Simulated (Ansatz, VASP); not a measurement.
# P: VASP beside Ansatz

```xyz
7
Lattice="2.9316 1.6926 4.3121 -2.9316 1.6926 4.3121 0.0000 -3.3851 4.3121" Properties=species:S:1:pos:R:3 pbc="T T T"
P     0.9877   -1.7361    5.8404
P     1.0096    1.7234    5.8404
P    -1.9973    0.0126    5.8404
P    -0.9877    1.7361    7.0957
P    -1.0096   -1.7234    7.0957
P     1.9973   -0.0126    7.0957
P     0.0000    0.0000    0.0000
```

Alike in both runs: functional PBE; k mesh 6 × 6 × 6; occupations gaussian, width 0.1 eV; no spin polarisation.

Ansatz relaxed the structure, and its values are those at the end. VASP's run is a single point on that final structure, the one shown.

|  | VASP | Ansatz |
| --- | --- | --- |
| version | VASP 6.6.1 | Ansatz 0.2.0 |
| potentials or method | VASP PAW PBE potentials, release 64 (P), cutoff 520 eV | scalar-relativistic, plane waves, PAW |
| valence electrons in the cell | 35 | 35 |

|  | VASP | Ansatz | Ansatz less VASP |
| --- | --- | --- | --- |
| gap on the k mesh at the Fermi level (eV) | none | none | - |
| pressure (GPa) | 0.0 | 0.2 | +0.24 |
| rms of the force components (eV/Å) | 0.032 | 0.016 | -0.0164 |

A gap of «none» marks a metal or a gap that the smearing closes.
